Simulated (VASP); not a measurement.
# CsPbCl3 (Pm-3m) in VASP: notebook

Aim: see how the results for CsPbCl3 move with the level of theory and the settings. Levels: PBE, RPBE. Tasks: single point.

Everything below comes from runs of VASP 6.6.1. Logs are shortened: lines on timing, memory, paths and dates and some standing lists are left out, and cuts for length are marked.

**1. The cell of the first run**

Symmetry: Pm-3m, No. 221, cubic system. The conventional cell has a = 5.491 Å, b = 5.491 Å, c = 5.491 Å, α = 90.00°, β = 90.00°, γ = 90.00°. Pb (site symmetry m-3m) has 6 Cl at 2.75 Å within 3.6 Å. Within 5.1 Å of Cs (site symmetry m-3m) lie 12 Cl at 3.88 Å and 8 Pb at 4.75 Å. Cl (site symmetry 4/mmm) has 2 Pb at 2.75 Å within 3.6 Å.

**2. Single point, PBE**

The input, INCAR:

```
PREC     = Accurate       # precision mode
ENCUT    = 520            # plane-wave cutoff, eV
EDIFF    = 1E-6           # SCF threshold, eV
ISMEAR   = -1             # smearing method
SIGMA    = 0.05           # smearing width, eV
LREAL    = F              # projectors in reciprocal space
LASPH    = T              # aspherical terms in the spheres
NELM     = 100            # most SCF steps
ALGO     = Normal         # electronic algorithm
ISIF     = 2              # what is computed and relaxed
LWAVE    = F              # write WAVECAR
LCHARG   = F              # write CHGCAR
GGA      = PE             # functional
NBANDS   = 30             # bands
```

The input, KPOINTS:

```
Automatic mesh
0
Gamma
  5 5 5
```

The input, POSCAR:

```
CsPbCl3
1.0
    5.4905801394      0.0000000000      0.0000000000
    0.0000000000      5.4905801394      0.0000000000
    0.0000000000      0.0000000000      5.4905801394
Pb Cs Cl
1 1 3
Direct
    0.5000000000      0.5000000000      0.5000000000
    0.0000000000      0.0000000000      0.0000000000
    0.5000000000      0.0000000000      0.5000000000
    0.0000000000      0.5000000000      0.5000000000
    0.5000000000      0.5000000000      0.0000000000
```

Potentials or basis: VASP PAW PBE potentials, release 64 (Pb_d, Cs_sv, Cl).

Run with:

```sh
> cat potpaw_PBE.64/Pb_d/POTCAR potpaw_PBE.64/Cs_sv/POTCAR potpaw_PBE.64/Cl/POTCAR > POTCAR
> mpirun -np 1 vasp_std > vasp.out
```

OUTCAR:

```text
PREC = Accurate
   ENCUT = 520
   EDIFF = 1E-6
   ISMEAR = -1
   LREAL = F
   LASPH = T
   NELM = 100
   ISIF = 2
   GGA = PE

 ion  position               nearest neighbor table
   1  0.500  0.500  0.500-   3 2.75   4 2.75   5 2.75   5 2.75   3 2.75   4 2.75
   2  0.000  0.000  0.000-
   3  0.500  0.000  0.500-   1 2.75   1 2.75
   4  0.000  0.500  0.500-   1 2.75   1 2.75
   5  0.500  0.500  0.000-   1 2.75   1 2.75

  LATTYP: Found a simple cubic cell.
 ALAT       =     5.4905801394

  Lattice vectors:

 A1 = (   5.4905801394,   0.0000000000,   0.0000000000)
 A2 = (   0.0000000000,   5.4905801394,   0.0000000000)
 A3 = (   0.0000000000,   0.0000000000,   5.4905801394)

Analysis of symmetry for initial positions (statically):
=====================================================================
 Subroutine PRICEL returns:
 Original cell was already a primitive cell.

 Routine SETGRP: Setting up the symmetry group for a
 simple cubic supercell.

 Subroutine GETGRP returns: Found 48 space group operations
 (whereof 48 operations were pure point group operations)
 out of a pool of 48 trial point group operations.

The static configuration has the point symmetry O_h .

Analysis of symmetry for dynamics (positions and initial velocities):
=====================================================================
 Subroutine PRICEL returns:
 Original cell was already a primitive cell.

 Routine SETGRP: Setting up the symmetry group for a
 simple cubic supercell.

 Subroutine GETGRP returns: Found 48 space group operations
 (whereof 48 operations were pure point group operations)
 out of a pool of 48 trial point group operations.

The dynamic configuration has the point symmetry O_h .

 Subroutine INISYM returns: Found 48 space group operations
 (whereof 48 operations are pure point group operations),
 and found     1 'primitive' translations

----------------------------------------------------------------------------------------

                                     Primitive cell

  volume of cell :     165.5216

  direct lattice vectors                    reciprocal lattice vectors
     5.490580139  0.000000000  0.000000000     0.182130116  0.000000000  0.000000000
     0.000000000  5.490580139  0.000000000     0.000000000  0.182130116  0.000000000
     0.000000000  0.000000000  5.490580139     0.000000000  0.000000000  0.182130116

  length of vectors
[... 68 lines left out ...]
   LNONCOLLINEAR =      F non collinear calculations
   LSORBIT =      F    spin-orbit coupling
   LASPH  =      T    aspherical Exc in radial PAW
   ENCUT  =  520.0 eV  38.22 Ry    6.18 a.u.  10.21 10.21 10.21*2*pi/ulx,y,z
   NELM   =    100;   NELMIN=  2; NELMDL= -5     # of ELM steps
   EDIFF  = 0.1E-05   stopping-criterion for ELM
   LREAL  =      F    real-space projection
   EDIFFG = 0.1E-04   stopping-criterion for IOM
   NSW    =      0    number of steps for IOM
   IBRION =     -1    ionic relax: 0-MD 1-quasi-New 2-CG
   NFREE  =      0    steps in history (QN), initial steepest desc. (CG)
   ISIF   =      2    stress and relaxation
   ISYM   =      2    0-nonsym 1-usesym 2-fastsym
   POTIM  = 0.5000    time-step for ionic-motion
   TEBEG  =    0.0;   TEEND  =   0.0 temperature during run
   PSTRESS=    0.0 pullay stress
   NELECT =      44.0000    total number of electrons
   NUPDOWN=      -1.0000    fix difference up-down
   EMIN   =  10.00;   EMAX   =-10.00  energy-range for DOS
   EFERMI =   0.00;   METHOD = LEGACY
   ISMEAR =    -1;   SIGMA  =   0.05  broadening in eV -4-tet -1-fermi 0-gaus
   EFERMI_NEDOS =   21; number of points for ismear=-14 and -15
   IALGO  =     38    algorithm
   IMIX   =      4    mixing-type and parameters
     AMIX     =   0.40;   BMIX     =  1.00
     AMIX_MAG =   1.60;   BMIX_MAG =  1.00
  volume/ion in A,a.u.               =      33.10       223.40
  Fermi-wavevector in a.u.,A,eV,Ry     =   1.052626  1.989175 15.075552  1.108022
  Thomas-Fermi vector in A             =   2.187716
   LORBIT       =      0    0 simple, 1 ext, 2 COOP (PROOUT), +10 PAW based schemes
   GGA     = PE    functional components
[... 5 lines left out ...]
 non-spin polarized calculation
  energy-cutoff  :      520.00
  volume of cell :      165.52
 maximum number of plane-waves:      4476
 NGX is ok and might be reduce to    42
   NGX = 21   NGY = 21   NGZ = 21

 number of electron      43.9999980 magnetization

 Free energy of the ion-electron system (eV)
  ---------------------------------------------------
  ext. energy  EPLUGINS =         0.00000000
  ---------------------------------------------------
  free energy    TOTEN  =       -17.32799712 eV

  energy without entropy =      -17.32799712  energy(sigma->0) =      -17.32799712

 E-fermi :   3.0729     XC(G=0):  -8.0910

 val. band max:        1.9352468669   @ k =   0.4000   0.4000   0.4000
 cond. band min:       4.7439089016   @ k =   0.4000   0.4000   0.4000
 fundamental gap:      2.8086620347
 Fermi energy:         3.0728856080

 k-point     1 :       0.0000    0.0000    0.0000
  band No.  band energies     occupation
      1     -19.0910      2.00000
      2     -14.5397      2.00000
      3     -14.5397      2.00000
      4     -14.1820      2.00000
      5     -14.1820      2.00000
      6     -14.1820      2.00000
[... 319 lines left out ...]
     29       8.0179      0.00000
     30       8.9045      0.00000

------------------------ aborting loop because EDIFF is reached ----------------------------------------

  FORCE on cell =-STRESS in cart. coord.  units (eV):
  Direction    XX          YY          ZZ          XY          YZ          ZX
  --------------------------------------------------------------------------------------
  -------------------------------------------------------------------------------------
  Total        3.8911677      3.8911677      3.8911677     -0.0000000     -0.0000000      0.0000000
  in kB       37.6648139     37.6648139     37.6648139     -0.0000000     -0.0000000      0.0000000
  external PRESSURE =      37.6648139 kB  Pullay stress =       0.0000000 kB

 VOLUME and BASIS-vectors are now :
 -----------------------------------------------------------------------------
  energy-cutoff  :      520.00
  volume of cell :      165.52
      direct lattice vectors                 reciprocal lattice vectors
     5.490580139  0.000000000  0.000000000     0.182130116  0.000000000  0.000000000
     0.000000000  5.490580139  0.000000000     0.000000000  0.182130116  0.000000000
     0.000000000  0.000000000  5.490580139     0.000000000  0.000000000  0.182130116

 POSITION                                       TOTAL-FORCE (eV/Angst)
 -----------------------------------------------------------------------------------
      2.74529      2.74529      2.74529         0.000000      0.000000      0.000000
      0.00000      0.00000      0.00000         0.000000      0.000000      0.000000
      2.74529      0.00000      2.74529         0.000000      0.000000      0.000000
      0.00000      2.74529      2.74529         0.000000      0.000000      0.000000
      2.74529      2.74529      0.00000         0.000000      0.000000      0.000000
 -----------------------------------------------------------------------------------
    total drift:                                0.000000     -0.000000     -0.000000

  FREE ENERGIE OF THE ION-ELECTRON SYSTEM (eV)
  ---------------------------------------------------
  free  energy   TOTEN  =       -17.3279971168 eV

  energy  without entropy=      -17.3279971168  energy(sigma->0) =      -17.32799712
```

OSZICAR:

```text
N       E                     dE             d eps       ncg     rms          rms(c)
DAV:   1     0.415601196902E+03    0.41560E+03   -0.19604E+04   600   0.136E+03
DAV:   2     0.353873814711E+02   -0.38021E+03   -0.35796E+03   680   0.322E+02
DAV:   3    -0.161113770989E+02   -0.51499E+02   -0.50851E+02   778   0.126E+02
DAV:   4    -0.179835026263E+02   -0.18721E+01   -0.18636E+01   718   0.285E+01
DAV:   5    -0.180655386448E+02   -0.82036E-01   -0.82017E-01   816   0.574E+00    0.610E+00
DAV:   6    -0.173443269773E+02    0.72121E+00   -0.13269E+00   870   0.119E+01    0.392E+00
DAV:   7    -0.173161221228E+02    0.28205E-01   -0.57620E-01   906   0.473E+00    0.193E+00
DAV:   8    -0.173292131670E+02   -0.13091E-01   -0.79759E-02   890   0.248E+00    0.291E-01
DAV:   9    -0.173274536703E+02    0.17595E-02   -0.16224E-02   926   0.114E+00    0.119E-01
DAV:  10    -0.173279312355E+02   -0.47757E-03   -0.17906E-03   732   0.255E-01    0.468E-02
DAV:  11    -0.173279955700E+02   -0.64335E-04   -0.14955E-04   862   0.103E-01    0.200E-02
DAV:  12    -0.173279972793E+02   -0.17093E-05   -0.28801E-05   782   0.724E-02    0.549E-03
DAV:  13    -0.173279971168E+02    0.16248E-06   -0.36347E-06   812   0.225E-02
   1 F= -.17327997E+02 E0= -.17327997E+02  d E =-.199781E-10
```

Run time: 32 s. Hardware: 1 thread of Intel Xeon Platinum 8488C (Sapphire Rapids), shared host; peak memory 0.27 GiB.

Results:

```yaml
Free_energy: -17.3280 eV
Pressure: 3.8 GPa
Band_gap_on_the_k_mesh: 2.81 eV, direct
```

Levels at points of the mesh, in eV from the valence-band top:
```
           k point  band 19  band 20  band 21  band 22  band 23  band 24  band 25  band 26
(0.00, 0.00, 0.00)    -2.47    -2.33    -2.33    -2.33     3.71     4.50     4.50     5.45
```

Caveat: spin-orbit coupling is left out, which moves the levels of the heavy elements. A k mesh can miss the band edges.

**3. Single point, RPBE**

This run uses another cell than the first one, of 40.15 Å³/atom, 1.213 times its volume.

The input, INCAR:

```
PREC = Accurate
ENCUT = 520
EDIFF = 1E-6
ISMEAR = -1
SIGMA = 0.05
LREAL = F
LASPH = T
NELM = 100
ALGO = Normal
ISIF = 2
LWAVE = F
LCHARG = F
GGA = RP
NBANDS = 30
```

The input, KPOINTS:

```
regular mesh
0
Gamma
  5 5 5
```

Edit POSCAR of step 2 so:

```diff
@@ -2,5 +2,5 @@
 1.0
-    5.4905801394      0.0000000000      0.0000000000
-    0.0000000000      5.4905801394      0.0000000000
-    0.0000000000      0.0000000000      5.4905801394
+    5.8553662503      0.0000000000      0.0000000000
+    0.0000000000      5.8553662503      0.0000000000
+    0.0000000000      0.0000000000      5.8553662503
 Pb Cs Cl
```

Potentials or basis: VASP PAW PBE potentials, release 64 (Pb_d, Cs_sv, Cl).

Run with:

```sh
> cat potpaw_PBE.64/Pb_d/POTCAR potpaw_PBE.64/Cs_sv/POTCAR potpaw_PBE.64/Cl/POTCAR > POTCAR
> mpirun -np 1 vasp_std > vasp.out
```

It took 42 s on 1 thread of Intel Xeon Platinum 8488C (Sapphire Rapids), shared host; peak memory 0.34 GiB.

It converged, with:

* Free energy: -16.6463 eV
* Pressure: 0.0 GPa
* Band gap on the k mesh: 3.30 eV, direct

Levels at points of the mesh, in eV from the valence-band top:
| k point | band 19 | band 20 | band 21 | band 22 | band 23 | band 24 | band 25 | band 26 |
| --- | --- | --- | --- | --- | --- | --- | --- | --- |
| (0.00, 0.00, 0.00) | -1.28 | -1.23 | -1.23 | -1.23 | 4.63 | 5.71 | 5.71 | 6.42 |

Caveat: the PAW data sets were made with another functional, which shifts forces and pressure a little; spin-orbit coupling is left out, which moves the levels of the heavy elements.
